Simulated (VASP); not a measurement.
A run of VASP 6.6.1 is set up as follows.

File INCAR:

```
SYSTEM = Rh
PREC = Accurate ; ENCUT = 520
EDIFF = 1E-7 ; ISMEAR = 0
SIGMA = 0.1 ; LREAL = .False.
LASPH = .True. ; NELM = 80
ALGO = Normal ; ISIF = 2
LWAVE = .False. ; LCHARG = .True.
GGA = PS ; LELF = .True.
LVHAR = .True. ; NBANDS = 14
```

Contents of KPOINTS:

```
regular mesh
0
Gamma
  8 8 8
  0 0 0
```

POSCAR

```
Rh
1.0
    0.0000000000      1.8915455545      1.8915455545
    1.8915455545      0.0000000000      1.8915455545
    1.8915455545      1.8915455545      0.0000000000
Rh
1
Direct
    0.0000000000      0.0000000000      0.0000000000
```

Potentials or basis: VASP PAW PBE potentials, release 64 (Rh_pv).

The run is started by

```console
$ cat potpaw_PBE.64/Rh_pv/POTCAR > POTCAR
$ mpirun -np 1 vasp_std > vasp.out
```

**Question.** What does it give for the pressure?

**Answer.** 0.1 GPa.

Caveat: the PAW data sets were made with another functional, which shifts forces and pressure a little.
